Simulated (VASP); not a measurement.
# Si (Fd-3m) in VASP: further runs

Si is run at these levels: RPBE; tasks: single point, relaxation of cell and atoms.

All numbers are computed with VASP 6.6.1; they aren't measurements. Logs are shortened: lines on timing, memory, paths and dates and some standing lists are left out, and cuts for length are marked.

### Step 1. The cell of the first run

It takes space group Fd-3m (No. 227, cubic). The conventional cell has a = 5.437 Å, b = 5.437 Å, c = 5.437 Å, α = 90.00°, β = 90.00°, γ = 90.00°. Si (site symmetry -43m) has 4 Si at 2.35 Å within 3.1 Å.

### Step 2. Single point, RPBE

File INCAR:

```
PREC = Accurate
ENCUT = 520
EDIFF = 1E-6
ISMEAR = 0
SIGMA = 0.1
LREAL = False
LASPH = True
NELM = 60
ALGO = Normal
ISIF = 2
LWAVE = False
LCHARG = True
GGA = RP
LELF = True
LVHAR = True
NBANDS = 11
```

File KPOINTS:

```
Automatic mesh
0
Gamma
  6 6 6
```

File POSCAR:

```
Si
1.0
    0.0000000000      2.7185000000      2.7185000000
    2.7185000000      0.0000000000      2.7185000000
    2.7185000000      2.7185000000      0.0000000000
Si
2
Direct
    0.5000000000      0.5000000000      0.5000000000
    0.7500000000      0.7500000000      0.7500000000
```

Potentials or basis: VASP PAW PBE potentials, release 64 (Si).

Started as:

```
$ cat potpaw_PBE.64/Si/POTCAR > POTCAR
$ mpirun -np 1 vasp_std > vasp.out
```

OUTCAR:

```text
PREC = Accurate
   ENCUT = 520
   EDIFF = 1E-6
   ISMEAR = 0
   LREAL = False
   LASPH = True
   NELM = 60
   ISIF = 2
   GGA = RP

 ion  position               nearest neighbor table
   1  0.500  0.500  0.500-   2 2.35   2 2.35   2 2.35   2 2.35
   2  0.750  0.750  0.750-   1 2.35   1 2.35   1 2.35   1 2.35

  LATTYP: Found a face centered cubic cell.
 ALAT       =     5.4370000000

  Lattice vectors:

 A1 = (   0.0000000000,   2.7185000000,   2.7185000000)
 A2 = (   2.7185000000,   0.0000000000,   2.7185000000)
 A3 = (   2.7185000000,   2.7185000000,   0.0000000000)

Analysis of symmetry for initial positions (statically):
=====================================================================
 Subroutine PRICEL returns:
 Original cell was already a primitive cell.

 Routine SETGRP: Setting up the symmetry group for a
 face centered cubic supercell.

 Subroutine GETGRP returns: Found 48 space group operations
 (whereof 24 operations were pure point group operations)
 out of a pool of 48 trial point group operations.

The static configuration has the point symmetry T_d .
 The point group associated with its full space group is O_h .

Analysis of symmetry for dynamics (positions and initial velocities):
=====================================================================
 Subroutine PRICEL returns:
 Original cell was already a primitive cell.

 Routine SETGRP: Setting up the symmetry group for a
 face centered cubic supercell.

 Subroutine GETGRP returns: Found 48 space group operations
 (whereof 24 operations were pure point group operations)
 out of a pool of 48 trial point group operations.

The dynamic configuration has the point symmetry T_d .
 The point group associated with its full space group is O_h .

 Subroutine INISYM returns: Found 48 space group operations
 (whereof 24 operations are pure point group operations),
 and found     1 'primitive' translations

----------------------------------------------------------------------------------------

                                     Primitive cell

  volume of cell :      40.1807

  direct lattice vectors                    reciprocal lattice vectors
     0.000000000  2.718500000  2.718500000    -0.183924959  0.183924959  0.183924959
     2.718500000  0.000000000  2.718500000     0.183924959 -0.183924959  0.183924959
     2.718500000  2.718500000  0.000000000     0.183924959  0.183924959 -0.183924959

  length of vectors
     3.844539569  3.844539569  3.844539569     0.318567373  0.318567373  0.318567373

  position of ions in fractional coordinates (direct lattice)
     0.500000000  0.500000000  0.500000000
     0.750000000  0.750000000  0.750000000

  ion indices of the primitive-cell ions
   primitive index   ion index
                 1           1
                 2           2

----------------------------------------------------------------------------------------

 KPOINTS: Automatic mesh

Automatic generation of k-mesh.
 Grid dimensions read from file:
 generate k-points for:    6    6    6

 Generating k-lattice:

  Cartesian coordinates                     Fractional coordinates (reciprocal lattice)
    -0.030654160  0.030654160  0.030654160     0.166666667  0.000000000  0.000000000
     0.030654160 -0.030654160  0.030654160     0.000000000  0.166666667  0.000000000
     0.030654160  0.030654160 -0.030654160     0.000000000  0.000000000  0.166666667

  Length of vectors
     0.053094562  0.053094562  0.053094562

  Shift w.r.t. Gamma in fractional coordinates (k-lattice)
     0.000000000  0.000000000  0.000000000

 Subroutine IBZKPT returns following result:
 ===========================================

 Found     16 irreducible k-points:

 Following reciprocal coordinates:
            Coordinates               Weight
  0.000000  0.000000  0.000000      1.000000
  0.166667  0.000000  0.000000      8.000000
  0.333333  0.000000  0.000000      8.000000
  0.500000  0.000000  0.000000      4.000000
  0.166667  0.166667  0.000000      6.000000
  0.333333  0.166667  0.000000     24.000000
[... 8 lines left out ...]
 -0.333333  0.333333  0.166667     24.000000
 -0.333333  0.500000  0.166667     12.000000
   k-points           NKPTS =     16   k-points in BZ     NKDIM =     16   number of bands    NBANDS=     11
   number of dos      NEDOS =    301   number of ions     NIONS =      2
   total plane-waves  NPLWV =  27000
   dimension x,y,z NGX =    30 NGY =   30 NGZ =   30
   dimension x,y,z NGXF=    60 NGYF=   60 NGZF=   60
   ions per type =               2
   NGX,Y,Z   is equivalent  to a cutoff of  12.97, 12.97, 12.97 a.u.
   NGXF,Y,Z  is equivalent  to a cutoff of  25.95, 25.95, 25.95 a.u.
 SYSTEM =  unknown system
   PREC   = accura    normal or accurate (medium, high low for compatibility)
   ISTART =      0    job   : 0-new  1-cont  2-samecut
   ICHARG =      2    charge: 1-file 2-atom 10-const
   ISPIN  =      1    spin polarized calculation?
   LNONCOLLINEAR =      F non collinear calculations
   LSORBIT =      F    spin-orbit coupling
   LASPH  =      T    aspherical Exc in radial PAW
   ENCUT  =  520.0 eV  38.22 Ry    6.18 a.u.   7.15  7.15  7.15*2*pi/ulx,y,z
   NELM   =     60;   NELMIN=  2; NELMDL= -5     # of ELM steps
   EDIFF  = 0.1E-05   stopping-criterion for ELM
   LREAL  =      F    real-space projection
   EDIFFG = 0.1E-04   stopping-criterion for IOM
   NSW    =      0    number of steps for IOM
   IBRION =     -1    ionic relax: 0-MD 1-quasi-New 2-CG
   NFREE  =      0    steps in history (QN), initial steepest desc. (CG)
   ISIF   =      2    stress and relaxation
   ISYM   =      2    0-nonsym 1-usesym 2-fastsym
   POTIM  = 0.5000    time-step for ionic-motion
   TEBEG  =    0.0;   TEEND  =   0.0 temperature during run
   PSTRESS=    0.0 pullay stress
   NELECT =       8.0000    total number of electrons
   NUPDOWN=      -1.0000    fix difference up-down
   EMIN   =  10.00;   EMAX   =-10.00  energy-range for DOS
   EFERMI =   0.00;   METHOD = LEGACY
   ISMEAR =     0;   SIGMA  =   0.10  broadening in eV -4-tet -1-fermi 0-gaus
   EFERMI_NEDOS =   21; number of points for ismear=-14 and -15
   IALGO  =     38    algorithm
   IMIX   =      4    mixing-type and parameters
     AMIX     =   0.40;   BMIX     =  1.00
     AMIX_MAG =   1.60;   BMIX_MAG =  1.00
  volume/ion in A,a.u.               =      20.09       135.58
  Fermi-wavevector in a.u.,A,eV,Ry     =   0.955943  1.806471 12.433381  0.913828
  Thomas-Fermi vector in A             =   2.084827
   LORBIT       =      0    0 simple, 1 ext, 2 COOP (PROOUT), +10 PAW based schemes
   GGA     = RP    functional components
   LHFCALC =     F    Hartree Fock is set to
   AEXX    =    0.0000 exact exchange contribution
   IVDW    =     0    specifies the selected vdW correction
   LEPSILON=     F    determine dielectric tensor
   LRPA    =     F    only Hartree local field effects (RPA)
 non-spin polarized calculation
 Gauss-broadening in eV      SIGMA  =   0.10
  energy-cutoff  :      520.00
  volume of cell :       40.18
 maximum number of plane-waves:      1106
 NGX is ok and might be reduce to    30
   NGX = 15   NGY = 15   NGZ = 15

 number of electron       8.0000001 magnetization

 Free energy of the ion-electron system (eV)
  ---------------------------------------------------
  ext. energy  EPLUGINS =         0.00000000
  ---------------------------------------------------
  free energy    TOTEN  =       -10.29035405 eV

  energy without entropy =      -10.29035405  energy(sigma->0) =      -10.29035405

 E-fermi :   6.2492     XC(G=0):  -9.2985

 val. band max:        5.8693294070   @ k =   0.0000   0.0000   0.0000
 cond. band min:       6.6419915517   @ k =   0.5000   0.5000   0.0000
 fundamental gap:      0.7726621447
 Fermi energy:         6.2492285553

 k-point     1 :       0.0000    0.0000    0.0000
  band No.  band energies     occupation
      1      -6.0426      2.00000
      2       5.8693      2.00000
      3       5.8693      2.00000
      4       5.8693      2.00000
      5       8.4350      0.00000
      6       8.4350      0.00000
      7       8.4350      0.00000
      8       9.3252      0.00000
      9      13.5289      0.00000
     10      13.5289      0.00000
     11      14.0248      0.00000

 k-point     2 :       0.1667    0.0000    0.0000
  band No.  band energies     occupation
      1      -5.6827      2.00000
      2       3.5097      2.00000
      3       5.4213      2.00000
      4       5.4213      2.00000
      5       8.2631      0.00000
      6       9.0800      0.00000
      7       9.0800      0.00000
      8      11.3878      0.00000
      9      12.9220      0.00000
     10      12.9220      0.00000
     11      15.1166      0.00000

 k-point     3 :       0.3333    0.0000    0.0000
  band No.  band energies     occupation
      1      -4.6716      2.00000
      2       0.5712      2.00000
      3       4.8733      2.00000
      4       4.8733      2.00000
      5       7.6907      0.00000
      6       9.3771      0.00000
      7       9.3771      0.00000
      8      13.8287      0.00000
      9      13.8287      0.00000
     10      13.8402      0.00000
     11      15.1066      0.00000
[... 155 lines left out ...]
 k-point    15 :      -0.3333    0.3333    0.1667
  band No.  band energies     occupation
      1      -2.7834      2.00000
      2      -0.9393      2.00000
      3       1.8970      2.00000
      4       3.1314      2.00000
      5       9.2617      0.00000
      6       9.4561      0.00000
      7      11.9937      0.00000
      8      12.4067      0.00000
      9      13.4272      0.00000
     10      16.9532      0.00000
     11      17.8412      0.00000

 k-point    16 :      -0.3333    0.5000    0.1667
  band No.  band energies     occupation
      1      -1.7949      2.00000
      2      -1.7949      2.00000
      3       2.2575      2.00000
      4       2.2575      2.00000
      5       8.6594      0.00000
      6       8.6594      0.00000
      7      12.6481      0.00000
      8      12.6481      0.00000
      9      16.4343      0.00000
     10      16.4343      0.00000
     11      18.8218      0.00000

------------------------ aborting loop because EDIFF is reached ----------------------------------------

  FORCE on cell =-STRESS in cart. coord.  units (eV):
  Direction    XX          YY          ZZ          XY          YZ          ZX
  --------------------------------------------------------------------------------------
  -------------------------------------------------------------------------------------
  Total        0.7829136      0.7829136      0.7829136      0.0000000      0.0000000     -0.0000000
  in kB       31.2180978     31.2180978     31.2180978      0.0000000      0.0000000     -0.0000000
  external PRESSURE =      31.2180978 kB  Pullay stress =       0.0000000 kB

 VOLUME and BASIS-vectors are now :
 -----------------------------------------------------------------------------
  energy-cutoff  :      520.00
  volume of cell :       40.18
      direct lattice vectors                 reciprocal lattice vectors
     0.000000000  2.718500000  2.718500000    -0.183924959  0.183924959  0.183924959
     2.718500000  0.000000000  2.718500000     0.183924959 -0.183924959  0.183924959
     2.718500000  2.718500000  0.000000000     0.183924959  0.183924959 -0.183924959

 POSITION                                       TOTAL-FORCE (eV/Angst)
 -----------------------------------------------------------------------------------
      2.71850      2.71850      2.71850         0.000000      0.000000      0.000000
      4.07775      4.07775      4.07775        -0.000000     -0.000000     -0.000000
 -----------------------------------------------------------------------------------
    total drift:                                0.000000     -0.000000     -0.000000

  FREE ENERGIE OF THE ION-ELECTRON SYSTEM (eV)
  ---------------------------------------------------
  free  energy   TOTEN  =       -10.2903540499 eV

  energy  without entropy=      -10.2903540491  energy(sigma->0) =      -10.29035405
```

Wall time 15 s (1 thread of Intel Xeon Platinum 8259CL at 2.50GHz (Skylake/Cascade Lake), shared host); peak memory 0.15 GiB.

What came out:

* Free energy: -10.2904 eV
* Pressure: 3.1 GPa
* Band gap on the k mesh: 0.77 eV, indirect (least direct gap 2.57 eV)

Caveat: the PAW data sets were made with another functional, which shifts forces and pressure a little. A k mesh can miss the band edges.

### Step 3. Single point, RPBE

This run uses another cell than the first one, of 20.82 Å³/atom, 1.036 times its volume.

File INCAR:

```
  PREC = Accurate
  ENCUT = 520
  EDIFF = 1E-6
  ISMEAR = 0
  SIGMA = 0.02
  LREAL = F
  LASPH = T
  NELM = 80
  ALGO = Normal
  ISIF = 2
  LWAVE = F
  LCHARG = F
  GGA = RP
  NBANDS = 11
```

File KPOINTS:

```
regular mesh
0
Gamma
  8 8 8
```

File POSCAR:

```
Si
1.0
    0.0000000000      2.7509987262      2.7509987262
    2.7509987262      0.0000000000      2.7509987262
    2.7509987262      2.7509987262      0.0000000000
Si
2
Direct
    0.5000000000      0.5000000000      0.5000000000
    0.7500000000      0.7500000000      0.7500000000
```

Potentials or basis: VASP PAW PBE potentials, release 64 (Si).

Started as:

```
$ cat potpaw_PBE.64/Si/POTCAR > POTCAR
$ mpirun -np 1 vasp_std > vasp.out
```

It took 16 s on 1 thread of Intel Xeon Platinum 8259CL at 2.50GHz (Skylake/Cascade Lake), shared host; peak memory 0.15 GiB.

Results (log left out):

```yaml
Free_energy: -10.3220 eV
Pressure: -0.2 GPa
Band_gap_on_the_k_mesh: 0.74 eV, indirect (least direct gap 2.55 eV)
```

Levels at points of the mesh, in eV from the valence-band top:
| k point | band 1 | band 2 | band 3 | band 4 | band 5 | band 6 | band 7 | band 8 |
| --- | --- | --- | --- | --- | --- | --- | --- | --- |
| (0.00, 0.00, 0.00) | -11.67 | 0.00 | 0.00 | 0.00 | 2.55 | 2.55 | 2.55 | 3.05 |
| (0.50, 0.00, 0.00) | -9.44 | -6.76 | -1.16 | -1.16 | 1.48 | 3.36 | 3.36 | 7.82 |
| (0.50, 0.50, 0.00) | -7.67 | -7.67 | -2.74 | -2.74 | 0.85 | 0.85 | 9.83 | 9.83 |

Caveat: the PAW data sets were made with another functional, which shifts forces and pressure a little.

### Step 4. Relaxation of cell and atoms, RPBE

File INCAR:

```
ALGO = Normal ; EDIFF = 1E-6
EDIFFG = -0.002 ; ENCUT = 600
GGA = RP ; IBRION = 2
ISIF = 3 ; ISMEAR = 0
LASPH = True ; LCHARG = False
LREAL = False ; LWAVE = False
NELM = 80 ; NSW = 100
PREC = Accurate ; SIGMA = 0.02
```

File KPOINTS:

```
k-points
0
Gamma
  8 8 8
```

File POSCAR:

```
Si
1.0
    0.0000000000      2.7185000000      2.7185000000
    2.7185000000      0.0000000000      2.7185000000
    2.7185000000      2.7185000000      0.0000000000
Si
2
Direct
    0.5000000000      0.5000000000      0.5000000000
    0.7500000000      0.7500000000      0.7500000000
```

Potentials or basis: VASP PAW PBE potentials, release 64 (Si).

Started as:

```
$ cat potpaw_PBE.64/Si/POTCAR > POTCAR
$ mpirun -np 1 vasp_std > vasp.out
```

OUTCAR:

```text
EDIFF = 1E-6
   EDIFFG = -0.002
   ENCUT = 600
   GGA = RP
   IBRION = 2
   ISIF = 3
   ISMEAR = 0
   LASPH = True
   LREAL = False
   NELM = 80
   NSW = 100
   PREC = Accurate

 ion  position               nearest neighbor table
   1  0.500  0.500  0.500-   2 2.35   2 2.35   2 2.35   2 2.35
   2  0.750  0.750  0.750-   1 2.35   1 2.35   1 2.35   1 2.35

  LATTYP: Found a face centered cubic cell.
 ALAT       =     5.4370000000

  Lattice vectors:

 A1 = (   0.0000000000,   2.7185000000,   2.7185000000)
 A2 = (   2.7185000000,   0.0000000000,   2.7185000000)
 A3 = (   2.7185000000,   2.7185000000,   0.0000000000)

Analysis of symmetry for initial positions (statically):
=====================================================================
 Subroutine PRICEL returns:
 Original cell was already a primitive cell.
[... 260 lines left out ...]
 Fermi energy:         5.6515069021

 k-point     1 :       0.0000    0.0000    0.0000
  band No.  band energies     occupation
      1      -6.1522      2.00000
      2       5.5332      2.00000
      3       5.5332      2.00000
      4       5.5332      2.00000
      5       8.0878      0.00000
      6       8.0878      0.00000
      7       8.0878      0.00000
      8       8.6090      0.00000
[... 243 lines left out ...]
 k-point    24 :      -0.3750    0.2500    0.1250
  band No.  band energies     occupation
      1      -3.3935      2.00000
      2      -1.0942      2.00000
      3       2.2107      2.00000
      4       3.4636      2.00000
      5       8.5647      0.00000
      6       8.7259      0.00000
      7      11.3477      0.00000
      8      12.5957      0.00000

 [... further k-points ...]

------------------------ aborting loop because EDIFF is reached ----------------------------------------

  FORCE on cell =-STRESS in cart. coord.  units (eV):
  Direction    XX          YY          ZZ          XY          YZ          ZX
  --------------------------------------------------------------------------------------
  -------------------------------------------------------------------------------------
  Total        0.0013105      0.0013105      0.0013105      0.0000000      0.0000000      0.0000000
  in kB        0.0505487      0.0505487      0.0505487      0.0000000      0.0000000      0.0000000
  external PRESSURE =       0.0505487 kB  Pullay stress =       0.0000000 kB
[... 17 lines left out ...]
  FREE ENERGIE OF THE ION-ELECTRON SYSTEM (eV)
  ---------------------------------------------------
  free  energy   TOTEN  =       -10.3222852772 eV

  energy  without entropy=      -10.3222852772  energy(sigma->0) =      -10.32228528

 reached required accuracy - stopping structural energy minimisation
```

OSZICAR:

```text
N       E                     dE             d eps       ncg     rms          rms(c)
DAV:   1     0.119412735320E+02    0.11941E+02   -0.37419E+03   464   0.910E+02
DAV:   2    -0.101596444465E+02   -0.22101E+02   -0.21357E+02   736   0.906E+01
DAV:   3    -0.104469056234E+02   -0.28726E+00   -0.28726E+00   600   0.133E+01
[... 20 lines left out ...]
DAV:   2    -0.103231211861E+02    0.15849E-02   -0.12414E-03   568   0.253E-01    0.202E-01
DAV:   3    -0.103222731002E+02    0.84809E-03   -0.16844E-03   560   0.217E-01    0.791E-02
DAV:   4    -0.103222761639E+02   -0.30636E-05   -0.16553E-05   592   0.371E-02    0.743E-02
DAV:   5    -0.103222851208E+02   -0.89570E-05   -0.15527E-05   496   0.286E-02    0.293E-02
DAV:   6    -0.103222852772E+02   -0.15636E-06   -0.12084E-07   432   0.340E-03
   3 F= -.10322285E+02 E0= -.10322285E+02  d E =-.125459E-01
```

Wall time 21 s (1 thread of Intel Xeon Platinum 8259CL at 2.50GHz (Skylake/Cascade Lake), shared host); peak memory 0.17 GiB.

Results:

- Free energy: -10.3223 eV
- Relaxed volume: 20.77 Å³/atom
- Relaxed cell: a = 3.887 Å, b = 3.887 Å, c = 3.887 Å, α = 60.00°, β = 60.00°, γ = 60.00°
- Space group after relaxing (to 0.05 Å): Fd-3m (No. 227)
- Energy gained by relaxing: 6.3 meV/atom
- Ionic steps: 3
- Pressure after relaxing: 0.0 GPa
- Band gap on the k mesh: 0.73 eV, indirect (least direct gap 2.55 eV)

The path:
```csv
step,energy change (eV),largest force (eV/Å),pressure (GPa),volume (Å³)
1,0.0000,0.0000,3.06,40.18
2,-0.0074,0.0000,-1.77,42.45
3,-0.0125,0.0000,0.01,41.54
```

Final structure:
```
CELL_PARAMETERS angstrom
0.00000 2.74875 2.74875
2.74875 0.00000 2.74875
2.74875 2.74875 0.00000
ATOMIC_POSITIONS crystal
Si 0.50000 0.50000 0.50000
Si 0.75000 0.75000 0.75000
```

Caveat: the PAW data sets were made with another functional, which shifts forces and pressure a little. A k mesh can miss the band edges.

### Step 5. The runs side by side

```tsv
task	cell	k mesh	cutoff (eV)	smearing	gap on the mesh (eV)	pressure (GPa)
single point	a = 3.845 Å, angles 60.0°, 2 atoms	6 × 6 × 6	520	gaussian 0.1 eV	0.77	3.1
single point	a = 3.890 Å, angles 60.0°, 2 atoms	8 × 8 × 8	520	gaussian 0.02 eV	0.74	-0.2
relaxation of cell and atoms	relaxed from a = 3.845 Å, angles 60.0°, 2 atoms	8 × 8 × 8	600	gaussian 0.02 eV	0.73	0.0
```

Alike in all rows: level RPBE; potentials or basis VASP PAW PBE potentials, release 64 (Si); no spin polarisation.

Caveats: the PAW data sets were made with another functional, which shifts forces and pressure a little.

Absolute energies hang on the potentials; compare differences alone.
